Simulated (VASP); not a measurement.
# TaN (CsCl type) (Pm-3m) in VASP: further runs

The runs below take TaN (CsCl type) through single point, with PBE.

All numbers are computed with VASP 6.6.1; they aren't measurements. Logs are shortened: lines on timing, memory, paths and dates and some standing lists are left out, and cuts for length are marked.

## 1. The cell of the first run

It takes space group Pm-3m (No. 221, cubic). Conventional cell: a = 2.636 Å, b = 2.636 Å, c = 2.636 Å, α = 90.00°, β = 90.00°, γ = 90.00°. Within 3.0 Å of Ta (site symmetry m-3m) lie 8 N at 2.28 Å and 6 Ta at 2.64 Å. Within 3.0 Å of N (site symmetry m-3m) lie 8 Ta at 2.28 Å and 6 N at 2.64 Å.

## 2. Single point, PBE (volume scaled by 0.88)

INCAR reads:

```
PREC = Accurate ; ENCUT = 520
EDIFF = 1E-7 ; ISMEAR = -1
SIGMA = 0.05 ; LREAL = False
LASPH = True ; NELM = 60
ALGO = Normal ; ISIF = 2
LWAVE = False ; LCHARG = True
GGA = PE ; LELF = True
LVHAR = True ; NBANDS = 15
```

KPOINTS reads:

```
regular mesh
0
Gamma
  15 15 15
```

POSCAR reads:

```
TaN
1.0
    2.6358404671      0.0000000000      0.0000000000
    0.0000000000      2.6358404671      0.0000000000
    0.0000000000      0.0000000000      2.6358404671
Ta N
1 1
Direct
    0.0000000000      0.0000000000      0.0000000000
    0.5000000000      0.5000000000      0.5000000000
```

Potentials or basis: VASP PAW PBE potentials, release 64 (Ta_pv, N).

Launch:

```bash
cat potpaw_PBE.64/Ta_pv/POTCAR potpaw_PBE.64/N/POTCAR > POTCAR
mpirun -np 1 vasp_std > vasp.out
```

OUTCAR:

```text
PREC = Accurate
   ENCUT = 520
   EDIFF = 1E-7
   ISMEAR = -1
   LREAL = False
   LASPH = True
   NELM = 60
   ISIF = 2
   GGA = PE

 ion  position               nearest neighbor table
   1  0.000  0.000  0.000-   2 2.28   2 2.28   2 2.28   2 2.28   2 2.28   2 2.28   2 2.28   2 2.28

   2  0.500  0.500  0.500-   1 2.28   1 2.28   1 2.28   1 2.28   1 2.28   1 2.28   1 2.28   1 2.28

  LATTYP: Found a simple cubic cell.
 ALAT       =     2.6358404671

  Lattice vectors:

 A1 = (   2.6358404671,   0.0000000000,   0.0000000000)
 A2 = (   0.0000000000,   2.6358404671,   0.0000000000)
 A3 = (   0.0000000000,   0.0000000000,   2.6358404671)

Analysis of symmetry for initial positions (statically):
=====================================================================
 Subroutine PRICEL returns:
 Original cell was already a primitive cell.

 Routine SETGRP: Setting up the symmetry group for a
 simple cubic supercell.

 Subroutine GETGRP returns: Found 48 space group operations
 (whereof 48 operations were pure point group operations)
 out of a pool of 48 trial point group operations.

The static configuration has the point symmetry O_h .

Analysis of symmetry for dynamics (positions and initial velocities):
=====================================================================
 Subroutine PRICEL returns:
 Original cell was already a primitive cell.

 Routine SETGRP: Setting up the symmetry group for a
 simple cubic supercell.

 Subroutine GETGRP returns: Found 48 space group operations
 (whereof 48 operations were pure point group operations)
 out of a pool of 48 trial point group operations.

The dynamic configuration has the point symmetry O_h .

 Subroutine INISYM returns: Found 48 space group operations
 (whereof 48 operations are pure point group operations),
 and found     1 'primitive' translations

----------------------------------------------------------------------------------------

                                     Primitive cell

  volume of cell :      18.3129

  direct lattice vectors                    reciprocal lattice vectors
     2.635840467  0.000000000  0.000000000     0.379385631  0.000000000  0.000000000
     0.000000000  2.635840467  0.000000000     0.000000000  0.379385631  0.000000000
     0.000000000  0.000000000  2.635840467     0.000000000  0.000000000  0.379385631

  length of vectors
     2.635840467  2.635840467  2.635840467     0.379385631  0.379385631  0.379385631

[... 85 lines left out ...]
   NFREE  =      0    steps in history (QN), initial steepest desc. (CG)
   ISIF   =      2    stress and relaxation
   ISYM   =      2    0-nonsym 1-usesym 2-fastsym
   POTIM  = 0.5000    time-step for ionic-motion
   TEBEG  =    0.0;   TEEND  =   0.0 temperature during run
   PSTRESS=    0.0 pullay stress
   NELECT =      16.0000    total number of electrons
   NUPDOWN=      -1.0000    fix difference up-down
   EMIN   =  10.00;   EMAX   =-10.00  energy-range for DOS
   EFERMI =   0.00;   METHOD = LEGACY
   ISMEAR =    -1;   SIGMA  =   0.05  broadening in eV -4-tet -1-fermi 0-gaus
   EFERMI_NEDOS =   21; number of points for ismear=-14 and -15
   IALGO  =     38    algorithm
   IMIX   =      4    mixing-type and parameters
     AMIX     =   0.40;   BMIX     =  1.00
     AMIX_MAG =   1.60;   BMIX_MAG =  1.00
  volume/ion in A,a.u.               =       9.16        61.79
  Fermi-wavevector in a.u.,A,eV,Ry     =   1.565053  2.957521 33.325984  2.449391
  Thomas-Fermi vector in A             =   2.667586
   LORBIT       =      0    0 simple, 1 ext, 2 COOP (PROOUT), +10 PAW based schemes
   GGA     = PE    functional components
[... 5 lines left out ...]
 non-spin polarized calculation
  energy-cutoff  :      520.00
  volume of cell :       18.31
 maximum number of plane-waves:       504
 NGX is ok and might be reduce to    20
   NGX =  9   NGY =  9   NGZ =  9

 number of electron      15.9999994 magnetization

 Free energy of the ion-electron system (eV)
  ---------------------------------------------------
  ext. energy  EPLUGINS =         0.00000000
  ---------------------------------------------------
  free energy    TOTEN  =       -20.45348114 eV

  energy without entropy =      -20.44892150  energy(sigma->0) =      -20.45120132

 E-fermi :  10.9489     XC(G=0): -14.3472

 val. band max:       10.9344698290   @ k =   0.4000   0.2667   0.2667
 cond. band min:      10.9632752521   @ k =   0.4667   0.2667   0.2667
 fundamental gap:      0.0288054231
 Fermi energy:        10.9488581601

 k-point     1 :       0.0000    0.0000    0.0000
  band No.  band energies     occupation
      1     -24.1519      2.00000
      2     -24.1518      2.00000
      3     -24.1518      2.00000
      4      -8.6317      2.00000
      5       5.2279      2.00000
      6       5.2279      2.00000
      7       7.8629      2.00000
      8       7.8629      2.00000
      9       7.8629      2.00000
     10      14.7469      0.00000
     11      15.3759      0.00000
     12      15.3759      0.00000
     13      15.3759      0.00000
     14      23.8673      0.00000
[... 401 lines left out ...]
      2     -24.6575      2.00000
      3     -23.9504      2.00000
      4      -6.1742      2.00000
      5       2.0270      2.00000
      6       4.9712      2.00000
      7       6.4895      2.00000
      8       7.7559      2.00000
      9      13.0068      0.00000
     10      13.5144      0.00000
     11      14.2726      0.00000
     12      16.3158      0.00000
     13      19.7174      0.00000
     14      23.8687      0.00000
     15      24.4766      0.00000

 [... further k-points ...]

------------------------ aborting loop because EDIFF is reached ----------------------------------------

  FORCE on cell =-STRESS in cart. coord.  units (eV):
  Direction    XX          YY          ZZ          XY          YZ          ZX
  --------------------------------------------------------------------------------------
  -------------------------------------------------------------------------------------
  Total        6.1965790      6.1965790      6.1965790      0.0000000      0.0000000     -0.0000000
  in kB      542.1322059    542.1322059    542.1322059      0.0000000      0.0000000     -0.0000000
  external PRESSURE =     542.1322059 kB  Pullay stress =       0.0000000 kB

 VOLUME and BASIS-vectors are now :
 -----------------------------------------------------------------------------
  energy-cutoff  :      520.00
  volume of cell :       18.31
      direct lattice vectors                 reciprocal lattice vectors
     2.635840467  0.000000000  0.000000000     0.379385631  0.000000000  0.000000000
     0.000000000  2.635840467  0.000000000     0.000000000  0.379385631  0.000000000
     0.000000000  0.000000000  2.635840467     0.000000000  0.000000000  0.379385631

 POSITION                                       TOTAL-FORCE (eV/Angst)
 -----------------------------------------------------------------------------------
      0.00000      0.00000      0.00000         0.000000      0.000000      0.000000
      1.31792      1.31792      1.31792         0.000000      0.000000      0.000000
 -----------------------------------------------------------------------------------
    total drift:                                0.000000      0.000000      0.000000

  FREE ENERGIE OF THE ION-ELECTRON SYSTEM (eV)
  ---------------------------------------------------
  free  energy   TOTEN  =       -20.4534811387 eV

  energy  without entropy=      -20.4489215024  energy(sigma->0) =      -20.45120132
```

OSZICAR:

```text
N       E                     dE             d eps       ncg     rms          rms(c)
DAV:   1     0.963478896414E+02    0.96348E+02   -0.85564E+03  3614   0.113E+03
DAV:   2    -0.200167629456E+02   -0.11636E+03   -0.10916E+03  4405   0.309E+02
DAV:   3    -0.226902464557E+02   -0.26735E+01   -0.26631E+01  4048   0.457E+01
DAV:   4    -0.226981599479E+02   -0.79135E-02   -0.79122E-02  4735   0.276E+00
DAV:   5    -0.226981898463E+02   -0.29898E-04   -0.29898E-04  4028   0.154E-01    0.266E+01
DAV:   6    -0.205100674140E+02    0.21881E+01   -0.34157E+00  4307   0.217E+01    0.119E+01
DAV:   7    -0.204767775287E+02    0.33290E-01   -0.37747E-01  3677   0.529E+00    0.795E+00
DAV:   8    -0.204578207008E+02    0.18957E-01   -0.82860E-02  4454   0.255E+00    0.181E+00
DAV:   9    -0.204535429916E+02    0.42777E-02   -0.69657E-03  4090   0.694E-01    0.194E-01
DAV:  10    -0.204535227203E+02    0.20271E-04   -0.61401E-04  4188   0.280E-01    0.944E-02
DAV:  11    -0.204534821532E+02    0.40567E-04   -0.82028E-05  4167   0.851E-02    0.145E-02
DAV:  12    -0.204534816574E+02    0.49582E-06   -0.74339E-06  4105   0.264E-02    0.324E-03
DAV:  13    -0.204534811689E+02    0.48850E-06   -0.18207E-07  4123   0.566E-03    0.284E-03
DAV:  14    -0.204534811387E+02    0.30232E-07   -0.25548E-08  1975   0.151E-03
   1 F= -.20453481E+02 E0= -.20451201E+02  d E =-.455964E-02
```

Wall time 18 s (1 thread of AMD EPYC 9R45 (Zen 5), shared host); peak memory 0.12 GiB.

Results:

```yaml
Free_energy: -20.4535 eV
Pressure: 54.2 GPa
Band_gap_on_the_k_mesh: zero (band 8 reaches 17.37 eV, above the bottom of band 9 at 7.86 eV)
```

Caveat: spin-orbit coupling is left out, which moves the levels of the heavy elements.

## 3. Single point, PBE (volume scaled by 0.94)

INCAR reads:

```
SYSTEM = TaN
ALGO = Normal ; EDIFF = 1E-6
ENCUT = 520 ; GGA = PE
ISIF = 2 ; ISMEAR = -1
LASPH = .True. ; LCHARG = .True.
LELF = .True. ; LREAL = .False.
LVHAR = .True. ; LWAVE = .False.
NBANDS = 15 ; NELM = 80
PREC = Accurate ; SIGMA = 0.05
```

KPOINTS reads:

```
k-points
0
Gamma
  15 15 15
  0 0 0
```

POSCAR reads:

```
TaN
1.0
    2.6944337831      0.0000000000      0.0000000000
    0.0000000000      2.6944337831      0.0000000000
    0.0000000000      0.0000000000      2.6944337831
Ta N
1 1
Direct
    0.0000000000      0.0000000000      0.0000000000
    0.5000000000      0.5000000000      0.5000000000
```

Potentials or basis: VASP PAW PBE potentials, release 64 (Ta_pv, N).

Launch:

```bash
cat potpaw_PBE.64/Ta_pv/POTCAR potpaw_PBE.64/N/POTCAR > POTCAR
mpirun -np 1 vasp_std > vasp.out
```

OUTCAR:

```text
SYSTEM = TaN
   EDIFF = 1E-6
   ENCUT = 520
   GGA = PE
   ISIF = 2
   ISMEAR = -1
   LASPH = .True.
   LREAL = .False.
   NELM = 80
   PREC = Accurate

 ion  position               nearest neighbor table
   1  0.000  0.000  0.000-   2 2.33   2 2.33   2 2.33   2 2.33   2 2.33   2 2.33   2 2.33   2 2.33

   2  0.500  0.500  0.500-   1 2.33   1 2.33   1 2.33   1 2.33   1 2.33   1 2.33   1 2.33   1 2.33

  LATTYP: Found a simple cubic cell.
 ALAT       =     2.6944337831

  Lattice vectors:

 A1 = (   2.6944337831,   0.0000000000,   0.0000000000)
 A2 = (   0.0000000000,   2.6944337831,   0.0000000000)
 A3 = (   0.0000000000,   0.0000000000,   2.6944337831)

Analysis of symmetry for initial positions (statically):
=====================================================================
 Subroutine PRICEL returns:
 Original cell was already a primitive cell.

 Routine SETGRP: Setting up the symmetry group for a
 simple cubic supercell.

 Subroutine GETGRP returns: Found 48 space group operations
 (whereof 48 operations were pure point group operations)
 out of a pool of 48 trial point group operations.

The static configuration has the point symmetry O_h .

Analysis of symmetry for dynamics (positions and initial velocities):
=====================================================================
 Subroutine PRICEL returns:
 Original cell was already a primitive cell.

 Routine SETGRP: Setting up the symmetry group for a
 simple cubic supercell.

 Subroutine GETGRP returns: Found 48 space group operations
 (whereof 48 operations were pure point group operations)
 out of a pool of 48 trial point group operations.

The dynamic configuration has the point symmetry O_h .

 Subroutine INISYM returns: Found 48 space group operations
 (whereof 48 operations are pure point group operations),
 and found     1 'primitive' translations

[... 115 lines left out ...]
  volume/ion in A,a.u.               =       9.78        66.00
  Fermi-wavevector in a.u.,A,eV,Ry     =   1.531019  2.893207 31.892326  2.344020
  Thomas-Fermi vector in A             =   2.638422
   LORBIT       =      0    0 simple, 1 ext, 2 COOP (PROOUT), +10 PAW based schemes
   GGA     = PE    functional components
[... 5 lines left out ...]
 non-spin polarized calculation
  energy-cutoff  :      520.00
  volume of cell :       19.56
 maximum number of plane-waves:       540
   NGX = 11   NGY = 11   NGZ = 11

 number of electron      15.9999999 magnetization

 Free energy of the ion-electron system (eV)
  ---------------------------------------------------
  ext. energy  EPLUGINS =         0.00000000
  ---------------------------------------------------
  free energy    TOTEN  =       -20.74958889 eV

  energy without entropy =      -20.74471689  energy(sigma->0) =      -20.74715289

 E-fermi :  10.0872     XC(G=0): -13.9677

 val. band max:       10.0853793955   @ k =   0.2667   0.0667   0.0667
 cond. band min:      10.0894218483   @ k =   0.2667   0.2000   0.1333
 fundamental gap:      0.0040424528
 Fermi energy:        10.0872272563

 k-point     1 :       0.0000    0.0000    0.0000
  band No.  band energies     occupation
      1     -25.0980      2.00000
      2     -25.0980      2.00000
      3     -25.0980      2.00000
      4      -8.8305      2.00000
      5       4.8455      2.00000
      6       4.8455      2.00000
      7       7.1799      2.00000
      8       7.1799      2.00000
      9       7.1799      2.00000
     10      12.9922      0.00000
     11      14.1999      0.00000
     12      14.1999      0.00000
     13      14.1999      0.00000
     14      22.9104      0.00000
[... 401 lines left out ...]
      2     -25.5088      2.00000
      3     -24.9377      2.00000
      4      -6.6165      2.00000
      5       1.6331      2.00000
      6       4.4517      2.00000
      7       5.9632      2.00000
      8       7.1417      2.00000
      9      12.0202      0.00000
     10      12.5256      0.00000
     11      13.0305      0.00000
     12      15.0660      0.00000
     13      18.0969      0.00000
     14      22.9104      0.00000
     15      23.3711      0.00000

 [... further k-points ...]

------------------------ aborting loop because EDIFF is reached ----------------------------------------

  FORCE on cell =-STRESS in cart. coord.  units (eV):
  Direction    XX          YY          ZZ          XY          YZ          ZX
  --------------------------------------------------------------------------------------
  -------------------------------------------------------------------------------------
  Total        2.8250655      2.8250655      2.8250655      0.0000000      0.0000000      0.0000000
  in kB      231.3857258    231.3857258    231.3857258      0.0000000      0.0000000      0.0000000
  external PRESSURE =     231.3857258 kB  Pullay stress =       0.0000000 kB

 VOLUME and BASIS-vectors are now :
 -----------------------------------------------------------------------------
  energy-cutoff  :      520.00
  volume of cell :       19.56
      direct lattice vectors                 reciprocal lattice vectors
     2.694433783  0.000000000  0.000000000     0.371135489  0.000000000  0.000000000
     0.000000000  2.694433783  0.000000000     0.000000000  0.371135489  0.000000000
     0.000000000  0.000000000  2.694433783     0.000000000  0.000000000  0.371135489

 POSITION                                       TOTAL-FORCE (eV/Angst)
 -----------------------------------------------------------------------------------
      0.00000      0.00000      0.00000         0.000000      0.000000      0.000000
      1.34722      1.34722      1.34722         0.000000      0.000000      0.000000
 -----------------------------------------------------------------------------------
    total drift:                                0.000000      0.000000      0.000000

  FREE ENERGIE OF THE ION-ELECTRON SYSTEM (eV)
  ---------------------------------------------------
  free  energy   TOTEN  =       -20.7495888895 eV

  energy  without entropy=      -20.7447168912  energy(sigma->0) =      -20.74715289
```

OSZICAR:

```text
N       E                     dE             d eps       ncg     rms          rms(c)
DAV:   1     0.956029746135E+02    0.95603E+02   -0.85981E+03  3600   0.112E+03
DAV:   2    -0.202731192088E+02   -0.11588E+03   -0.10964E+03  4489   0.305E+02
DAV:   3    -0.230137248916E+02   -0.27406E+01   -0.27268E+01  3957   0.457E+01
DAV:   4    -0.230225655418E+02   -0.88407E-02   -0.88388E-02  4798   0.285E+00
DAV:   5    -0.230226006964E+02   -0.35155E-04   -0.35154E-04  4037   0.167E-01    0.232E+01
DAV:   6    -0.208208726481E+02    0.22017E+01   -0.34680E+00  4286   0.217E+01    0.102E+01
DAV:   7    -0.207756576587E+02    0.45215E-01   -0.46378E-01  3964   0.560E+00    0.707E+00
DAV:   8    -0.207553221116E+02    0.20336E-01   -0.12288E-01  4461   0.305E+00    0.171E+00
DAV:   9    -0.207496675402E+02    0.56546E-02   -0.10080E-02  4034   0.829E-01    0.177E-01
DAV:  10    -0.207496402109E+02    0.27329E-04   -0.74685E-04  4377   0.308E-01    0.986E-02
DAV:  11    -0.207495888595E+02    0.51351E-04   -0.97447E-05  4153   0.909E-02    0.958E-03
DAV:  12    -0.207495888895E+02   -0.30042E-07   -0.80476E-06  4098   0.269E-02
   1 F= -.20749589E+02 E0= -.20747153E+02  d E =-.487200E-02
```

It took 15 s on 1 thread of AMD EPYC 9R45 (Zen 5), shared host; peak memory 0.12 GiB.

Results:

* Free energy: -20.7496 eV
* Pressure: 23.1 GPa
* Band gap on the k mesh: zero (band 8 reaches 15.99 eV, above the bottom of band 9 at 7.18 eV)

Caveat: spin-orbit coupling is left out, which moves the levels of the heavy elements.

(Continued in part 2 of 2.)
